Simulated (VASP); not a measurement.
# TiO (P-6m2) in VASP: a series of runs

TiO is run at these levels: r2SCAN; tasks: single point.

Everything below comes from runs of VASP 6.6.1. Logs are shortened: lines on timing, memory, paths and dates and some standing lists are left out, and cuts for length are marked.

## 1. The cell of the first run

It takes space group P-6m2 (No. 187, hexagonal). The conventional cell has a = 2.803 Å, b = 2.803 Å, c = 2.819 Å, α = 90.00°, β = 90.00°, γ = 120.00°. Within 2.9 Å of Ti (site symmetry -6m2) lie 6 O at 2.15 Å and 8 Ti at 2.80 to 2.82 Å. Within 2.9 Å of O (site symmetry -6m2) lie 6 Ti at 2.15 Å and 8 O at 2.80 to 2.82 Å.

## 2. Single point, r2SCAN

Input file POSCAR:

```
TiO
1.0
    2.8034452258      0.0000000000      0.0000000000
   -1.4017226129      2.4278547837      0.0000000000
    0.0000000000      0.0000000000      2.8186182525
Ti O
1 1
Direct
    0.6666666667      0.3333333333      0.0000000000
    0.0000000000      0.0000000000      0.5000000000
```

Input file INCAR.step1:

```
PREC = Accurate
ENCUT = 520
ISMEAR = 0
SIGMA = 0.01
LREAL = F
LASPH = T
NELM = 80
NBANDS = 16
GGA = PE
ALGO = Normal
EDIFF = 1E-4
LWAVE = T
LCHARG = F
```

Input file INCAR.step2:

```
PREC = Accurate
ENCUT = 520
EDIFF = 1E-6
ISMEAR = 0
SIGMA = 0.01
LREAL = F
LASPH = T
NELM = 80
ALGO = Normal
ISIF = 2
LWAVE = F
LCHARG = F
METAGGA = R2SCAN
LMIXTAU = T
NBANDS = 16
ISTART = 1
```

Input file KPOINTS:

```
regular mesh
0
Gamma
  12 12 12
```

Potentials or basis: VASP PAW PBE potentials, release 64 (Ti_sv, O).

The run is started by

```bash
$ cat potpaw_PBE.64/Ti_sv/POTCAR potpaw_PBE.64/O/POTCAR > POTCAR
$ cp INCAR.step1 INCAR
$ mpirun -np 1 vasp_std > vasp.out
$ cp INCAR.step2 INCAR
$ mpirun -np 1 vasp_std > vasp.out
```

OUTCAR:

```text
PREC = Accurate
   ENCUT = 520
   EDIFF = 1E-6
   ISMEAR = 0
   LREAL = F
   LASPH = T
   NELM = 80
   ISIF = 2
   METAGGA = R2SCAN
   ISTART = 1

 ion  position               nearest neighbor table
   1  0.667  0.333  0.000-   2 2.15   2 2.15   2 2.15   2 2.15   2 2.15   2 2.15
   2  0.000  0.000  0.500-   1 2.15   1 2.15   1 2.15   1 2.15   1 2.15   1 2.15

  LATTYP: Found a hexagonal cell.
 ALAT       =     2.8034452258
 C/A-ratio  =     1.0054122786

  Lattice vectors:

 A1 = (   2.8034452258,   0.0000000000,   0.0000000000)
 A2 = (  -1.4017226129,   2.4278547837,   0.0000000000)
 A3 = (   0.0000000000,   0.0000000000,   2.8186182525)

Analysis of symmetry for initial positions (statically):
=====================================================================
 Subroutine PRICEL returns:
 Original cell was already a primitive cell.

 Routine SETGRP: Setting up the symmetry group for a
 hexagonal supercell.

 Subroutine GETGRP returns: Found 12 space group operations
 (whereof 12 operations were pure point group operations)
 out of a pool of 24 trial point group operations.

The static configuration has the point symmetry D_3h.

Analysis of symmetry for dynamics (positions and initial velocities):
=====================================================================
 Subroutine PRICEL returns:
 Original cell was already a primitive cell.

 Routine SETGRP: Setting up the symmetry group for a
 hexagonal supercell.

 Subroutine GETGRP returns: Found 12 space group operations
 (whereof 12 operations were pure point group operations)
 out of a pool of 24 trial point group operations.

The dynamic configuration has the point symmetry D_3h.

 Subroutine INISYM returns: Found 12 space group operations
 (whereof 12 operations are pure point group operations),
 and found     1 'primitive' translations

----------------------------------------------------------------------------------------

                                     Primitive cell

  volume of cell :      19.1845

  direct lattice vectors                    reciprocal lattice vectors
     2.803445226  0.000000000  0.000000000     0.356703955  0.205943125  0.000000000
    -1.401722613  2.427854784  0.000000000     0.000000000  0.411886249  0.000000000
     0.000000000  0.000000000  2.818618252     0.000000000  0.000000000  0.354783767

  length of vectors
     2.803445226  2.803445226  2.818618252     0.411886249  0.411886249  0.354783767

  position of ions in fractional coordinates (direct lattice)
     0.666666667  0.333333333  0.000000000
     0.000000000  0.000000000  0.500000000

  ion indices of the primitive-cell ions
   primitive index   ion index
                 1           1
                 2           2

----------------------------------------------------------------------------------------

 KPOINTS: regular mesh

Automatic generation of k-mesh.
 Grid dimensions read from file:
 generate k-points for:   12   12   12

 Generating k-lattice:

  Cartesian coordinates                     Fractional coordinates (reciprocal lattice)
     0.029725330  0.017161927  0.000000000     0.083333333  0.000000000  0.000000000
     0.000000000  0.034323854  0.000000000     0.000000000  0.083333333  0.000000000
     0.000000000  0.000000000  0.029565314     0.000000000  0.000000000  0.083333333

  Length of vectors
     0.034323854  0.034323854  0.029565314

  Shift w.r.t. Gamma in fractional coordinates (k-lattice)
     0.000000000  0.000000000  0.000000000

 Subroutine IBZKPT returns following result:
 ===========================================

 Found    133 irreducible k-points:

 Following reciprocal coordinates:
            Coordinates               Weight
  0.000000  0.000000  0.000000      1.000000
  0.083333 -0.000000  0.000000      6.000000
  0.166667 -0.000000  0.000000      6.000000
  0.250000 -0.000000  0.000000      6.000000
  0.333333 -0.000000  0.000000      6.000000
  0.416667 -0.000000  0.000000      6.000000
[... 16 lines left out ...]
  0.250000 -0.000000  0.083333     12.000000
  0.333333 -0.000000  0.083333     12.000000
 [... further k-points ...]
   k-points           NKPTS =    133   k-points in BZ     NKDIM =    133   number of bands    NBANDS=     16
   number of dos      NEDOS =    301   number of ions     NIONS =      2
   total plane-waves  NPLWV =  13824
   dimension x,y,z NGX =    24 NGY =   24 NGZ =   24
   dimension x,y,z NGXF=    48 NGYF=   48 NGZF=   48
   ions per type =               1   1
   NGX,Y,Z   is equivalent  to a cutoff of  14.23, 14.23, 14.16 a.u.
   NGXF,Y,Z  is equivalent  to a cutoff of  28.46, 28.46, 28.31 a.u.
 SYSTEM =  unknown system
   PREC   = accura    normal or accurate (medium, high low for compatibility)
   ISTART =      1    job   : 0-new  1-cont  2-samecut
   ICHARG =      0    charge: 1-file 2-atom 10-const
   ISPIN  =      1    spin polarized calculation?
   LNONCOLLINEAR =      F non collinear calculations
   LSORBIT =      F    spin-orbit coupling
   LASPH  =      T    aspherical Exc in radial PAW
   ENCUT  =  520.0 eV  38.22 Ry    6.18 a.u.   5.21  5.21  5.24*2*pi/ulx,y,z
   NELM   =     80;   NELMIN=  2; NELMDL=  0     # of ELM steps
   EDIFF  = 0.1E-05   stopping-criterion for ELM
   LREAL  =      F    real-space projection
   EDIFFG = 0.1E-04   stopping-criterion for IOM
   NSW    =      0    number of steps for IOM
   IBRION =     -1    ionic relax: 0-MD 1-quasi-New 2-CG
   NFREE  =      0    steps in history (QN), initial steepest desc. (CG)
   ISIF   =      2    stress and relaxation
   ISYM   =      2    0-nonsym 1-usesym 2-fastsym
   POTIM  = 0.5000    time-step for ionic-motion
   TEBEG  =    0.0;   TEEND  =   0.0 temperature during run
   PSTRESS=    0.0 pullay stress
   NELECT =      18.0000    total number of electrons
   NUPDOWN=      -1.0000    fix difference up-down
   EMIN   =  10.00;   EMAX   =-10.00  energy-range for DOS
   EFERMI =   0.00;   METHOD = LEGACY
   ISMEAR =     0;   SIGMA  =   0.01  broadening in eV -4-tet -1-fermi 0-gaus
   EFERMI_NEDOS =   21; number of points for ismear=-14 and -15
   IALGO  =     38    algorithm
   IMIX   =      4    mixing-type and parameters
     AMIX     =   0.40;   BMIX     =  1.00
     AMIX_MAG =   1.60;   BMIX_MAG =  1.00
  volume/ion in A,a.u.               =       9.59        64.73
  Fermi-wavevector in a.u.,A,eV,Ry     =   1.602687  3.028639 34.947991  2.568605
  Thomas-Fermi vector in A             =   2.699468
   LORBIT       =      0    0 simple, 1 ext, 2 COOP (PROOUT), +10 PAW based schemes
   METAGGA = R2SCAN    functional components
   LHFCALC =     F    Hartree Fock is set to
   AEXX    =    0.0000 exact exchange contribution
   IVDW    =     0    specifies the selected vdW correction
   LEPSILON=     F    determine dielectric tensor
   LRPA    =     F    only Hartree local field effects (RPA)
 non-spin polarized calculation
 Gauss-broadening in eV      SIGMA  =   0.01
  energy-cutoff  :      520.00
  volume of cell :       19.18
 maximum number of plane-waves:       533
 NGX is ok and might be reduce to    24
   NGX = 11   NGY = 11   NGZ = 11

 number of electron      18.0000001 magnetization

 Free energy of the ion-electron system (eV)
  ---------------------------------------------------
  ext. energy  EPLUGINS =         0.00000000
  ---------------------------------------------------
  free energy    TOTEN  =       -24.37664304 eV

  energy without entropy =      -24.37663264  energy(sigma->0) =      -24.37663784

 E-fermi :  11.6441     XC(G=0): -13.7204

 val. band max:       11.6094895768   @ k =   0.0000   0.0000   0.5000
 cond. band min:      11.6488782031   @ k =   0.0000   0.0000   0.4167
 fundamental gap:      0.0393886263
 Fermi energy:        11.6441110934

 k-point     1 :       0.0000    0.0000    0.0000
  band No.  band energies     occupation
      1     -48.6051      2.00000
      2     -23.7238      2.00000
      3     -23.3781      2.00000
      4     -23.3780      2.00000
      5     -11.7178      2.00000
      6       5.5398      2.00000
[... 8 lines left out ...]
     15      26.5625      0.00000
     16      29.7621      0.00000

 k-point     2 :       0.0833   -0.0000    0.0000
  band No.  band energies     occupation
      1     -48.5957      2.00000
      2     -23.7155      2.00000
      3     -23.4429      2.00000
      4     -23.3906      2.00000
      5     -11.6321      2.00000
      6       5.2110      2.00000
[... 8 lines left out ...]
     15      26.4248      0.00000
     16      29.5863      0.00000

 k-point     3 :       0.1667   -0.0000    0.0000
  band No.  band energies     occupation
      1     -48.5699      2.00000
      2     -23.6928      2.00000
      3     -23.6167      2.00000
      4     -23.4250      2.00000
      5     -11.3985      2.00000
      6       4.4387      2.00000
[... 8 lines left out ...]
     15      26.1174      0.00000
     16      29.1054      0.00000

 k-point     4 :       0.2500   -0.0000    0.0000
  band No.  band energies     occupation
      1     -48.5345      2.00000
      2     -23.8469      2.00000
      3     -23.6617      2.00000
      4     -23.4716      2.00000
      5     -11.0791      2.00000
      6       3.5688      2.00000
[... 8 lines left out ...]
     15      25.7884      0.00000
     16      28.3497      0.00000
[... 324 lines left out ...]
 k-point    22 :       0.1667   -0.0000    0.0833
  band No.  band energies     occupation
      1     -48.5652      2.00000
      2     -23.7444      2.00000
      3     -23.6069      2.00000
      4     -23.4212      2.00000
      5     -11.3384      2.00000
      6       4.4645      2.00000
[... 8 lines left out ...]
     15      26.1195      0.00000
     16      28.8345      0.00000

 k-point    23 :       0.2500   -0.0000    0.0833
  band No.  band energies     occupation
      1     -48.5300      2.00000
      2     -23.8430      2.00000
      3     -23.7013      2.00000
      4     -23.4675      2.00000
      5     -11.0402      2.00000
      6       3.6054      2.00000
[... 8 lines left out ...]
     15      25.7702      0.00000
     16      27.9450      0.00000

 k-point    24 :       0.3333   -0.0000    0.0833
  band No.  band energies     occupation
      1     -48.4945      2.00000
      2     -24.0604      2.00000
      3     -23.6697      2.00000
      4     -23.5134      2.00000
      5     -10.7400      2.00000
      6       2.8647      2.00000
[... 8 lines left out ...]
     15      25.2321      0.00000
     16      27.2779      0.00000

 [... further k-points ...]
[... 5 lines left out ...]
  --------------------------------------------------------------------------------------
  -------------------------------------------------------------------------------------
  Total        0.1944486      0.1944486      0.2647972      0.0000000      0.0000000      0.0000000
  in kB       16.2391887     16.2391887     22.1142881      0.0000000      0.0000000      0.0000000
  external PRESSURE =      18.1975552 kB  Pullay stress =       0.0000000 kB

 VOLUME and BASIS-vectors are now :
 -----------------------------------------------------------------------------
  energy-cutoff  :      520.00
  volume of cell :       19.18
      direct lattice vectors                 reciprocal lattice vectors
     2.803445226  0.000000000  0.000000000     0.356703955  0.205943125  0.000000000
    -1.401722613  2.427854784  0.000000000     0.000000000  0.411886249  0.000000000
     0.000000000  0.000000000  2.818618252     0.000000000  0.000000000  0.354783767

 POSITION                                       TOTAL-FORCE (eV/Angst)
 -----------------------------------------------------------------------------------
      1.40172      0.80928      0.00000         0.000000      0.000000      0.000000
      0.00000      0.00000      1.40931         0.000000     -0.000000      0.000000
 -----------------------------------------------------------------------------------
    total drift:                               -0.000000      0.000000      0.000000

  FREE ENERGIE OF THE ION-ELECTRON SYSTEM (eV)
  ---------------------------------------------------
  free  energy   TOTEN  =       -24.3766430402 eV

  energy  without entropy=      -24.3766326373  energy(sigma->0) =      -24.37663784
```

Run time: 66 s. Hardware: 1 thread of Intel Xeon 6975P-C (Granite Rapids), shared host; peak memory 0.17 GiB.

Results:

| Quantity | Value |
| --- | --- |
| Free energy | -24.3766 eV |
| Pressure | 1.8 GPa |
| Band gap on the k mesh | zero (bands 9 and 10 overlap by 0.04 eV) |

Levels at points of the mesh, in eV from the Fermi level:
```tsv
k point	band 7	band 8	band 9	band 10	band 11	band 12
(0.00, 0.00, 0.00)	-6.10	-5.92	-3.20	1.65	1.65	1.91
(0.50, 0.00, 0.00)	-6.99	-5.86	-2.66	1.81	1.96	2.97
(0.00, 0.00, 0.50)	-5.74	-5.74	-0.03	-0.03	0.57	2.11
(0.50, 0.00, 0.50)	-8.38	-7.07	-1.00	1.97	2.93	2.97
```

Caveat: the PAW data sets were made with another functional, which shifts forces and pressure a little; semilocal functionals often make such compounds metallic where correlation or magnetic order opens a gap, which also shifts bond lengths.

## 3. Single point, r2SCAN

Input file POSCAR:

```
TiO
1.0
    2.8034229347      0.0000000000      0.0000000000
   -1.4017114673      2.4278354790      0.0000000000
    0.0000000000      0.0000000000      2.8182636229
Ti O
1 1
Direct
    0.6666666667      0.3333333333      0.0000000000
    0.0000000000      0.0000000000      0.5000000000
```

Input file INCAR.step1:

```
SYSTEM = TiO
ALGO = Normal ; EDIFF = 1E-4
ENCUT = 520 ; GGA = PE
ISMEAR = 0 ; LASPH = .TRUE.
LCHARG = .FALSE. ; LREAL = .FALSE.
LWAVE = .TRUE. ; NBANDS = 16
NELM = 80 ; PREC = Accurate
SIGMA = 0.01
```

Input file INCAR.step2:

```
SYSTEM = TiO
ALGO = Normal ; EDIFF = 1E-6
ENCUT = 520 ; ISIF = 2
ISMEAR = 0 ; ISTART = 1
LASPH = .TRUE. ; LCHARG = .TRUE.
LELF = .TRUE. ; LMIXTAU = .TRUE.
LREAL = .FALSE. ; LVHAR = .TRUE.
LWAVE = .FALSE. ; METAGGA = R2SCAN
NBANDS = 16 ; NELM = 80
PREC = Accurate ; SIGMA = 0.01
```

Input file KPOINTS:

```
k-points
0
G
  12 12 12
  0 0 0
```

Potentials or basis: VASP PAW PBE potentials, release 64 (Ti_sv, O).

The run is started by

```bash
$ cat potpaw_PBE.64/Ti_sv/POTCAR potpaw_PBE.64/O/POTCAR > POTCAR
$ cp INCAR.step1 INCAR
$ mpirun -np 1 vasp_std > vasp.out
$ cp INCAR.step2 INCAR
$ mpirun -np 1 vasp_std > vasp.out
```

Wall time 57 s (1 thread of Intel Xeon 6975P-C (Granite Rapids), shared host); peak memory 0.17 GiB.

Results (log left out):

```
Free energy            : -24.3766 eV
Pressure               : 1.9 GPa
Band gap on the k mesh : zero (bands 9 and 10 overlap by 0.04 eV)
```

Stress tensor (GPa, compression positive):
```
1.64 0.00 0.00
0.00 1.64 0.00
0.00 0.00 2.29
```

Levels at points of the mesh, in eV from the Fermi level:
```csv
k point,band 6,band 7,band 8,band 9,band 10,band 11,band 12,band 13
"(0.00, 0.00, 0.00)",-6.11,-6.11,-5.92,-3.20,1.65,1.65,1.91,2.31
"(0.50, 0.00, 0.00)",-9.48,-6.99,-5.86,-2.66,1.81,1.96,2.97,3.00
"(0.00, 0.00, 0.50)",-9.82,-5.74,-5.74,-0.03,-0.03,0.57,2.11,2.11
"(0.50, 0.00, 0.50)",-8.49,-8.38,-7.08,-1.00,1.97,2.93,2.97,3.78
```

Caveat: the PAW data sets were made with another functional, which shifts forces and pressure a little; semilocal functionals often make such compounds metallic where correlation or magnetic order opens a gap, which also shifts bond lengths.
